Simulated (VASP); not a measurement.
Input of a VASP 6.6.1 run:

The input INCAR:

```
PREC = Accurate
ENCUT = 600
EDIFF = 1E-6
ISMEAR = 0
SIGMA = 0.1
LREAL = False
LASPH = True
NELM = 120
ALGO = Normal
ISIF = 2
LWAVE = False
LCHARG = False
GGA = RE
IVDW = 12
NBANDS = 20
GGA_COMPAT = False
```

KPOINTS

```
Automatic mesh
0
Gamma
  6 6 6
```

The input POSCAR:

```
PbO2
1.0
    0.0000000000      2.7019920000      2.7019920000
    2.7019920000      0.0000000000      2.7019920000
    2.7019920000      2.7019920000      0.0000000000
Pb O
1 2
Direct
    0.0000000000      0.0000000000      0.0000000000
    0.2500000000      0.2500000000      0.2500000000
    0.7500000000      0.7500000000      0.7500000000
```

Potentials or basis: VASP PAW PBE potentials, release 64 (Pb_d, O).

Run with:

```console
$ cat potpaw_PBE.64/Pb_d/POTCAR potpaw_PBE.64/O/POTCAR > POTCAR
$ mpirun -np 1 vasp_std > vasp.out
```

(1) What does it give for the pressure?

(2) Estimate the band gap on the k mesh.

(3) Predict the dispersion energy per atom.

## Answers

(1) -2.5 GPa.

(2) zero (band 13 reaches 5.73 eV, above the bottom of band 14 at 4.55 eV).

(3) -0.430 eV.

Caveat: the PAW data sets were made with another functional, which shifts forces and pressure a little; spin-orbit coupling is left out, which moves the levels of the heavy elements; pairwise dispersion overbinds metals, which lowers pressure and volume.
